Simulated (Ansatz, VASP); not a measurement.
# One calculation of C, two programs

```
CELL_PARAMETERS angstrom
0.00000 1.78337 1.78337
1.78337 0.00000 1.78337
1.78337 1.78337 0.00000
ATOMIC_POSITIONS crystal
C 0.94393 0.05607 0.94393
C 0.25000 0.25000 0.25000
```

Alike in both runs: task single point; functional PBEsol; k mesh 10 × 10 × 10; no spin polarisation.

|  | VASP | Ansatz |
| --- | --- | --- |
| version | VASP 6.6.1 | Ansatz 0.2.0 |
| potentials or method | VASP PAW PBE potentials, release 64 (C) | plane waves, PAW |
| plane-wave cutoff (eV) | 600 | 420 |
| occupations | gaussian, width 0.01 eV | fixed |
| valence electrons in the cell | 8 | 8 |

```tsv
	VASP	Ansatz	Ansatz less VASP
rms of the force components (eV/Å)	3.897	3.878	-0.0183
```

VASP's potentials were made for PBE, not for PBEsol. Atom by atom the forces differ by 0.018 eV/Å (rms over components).
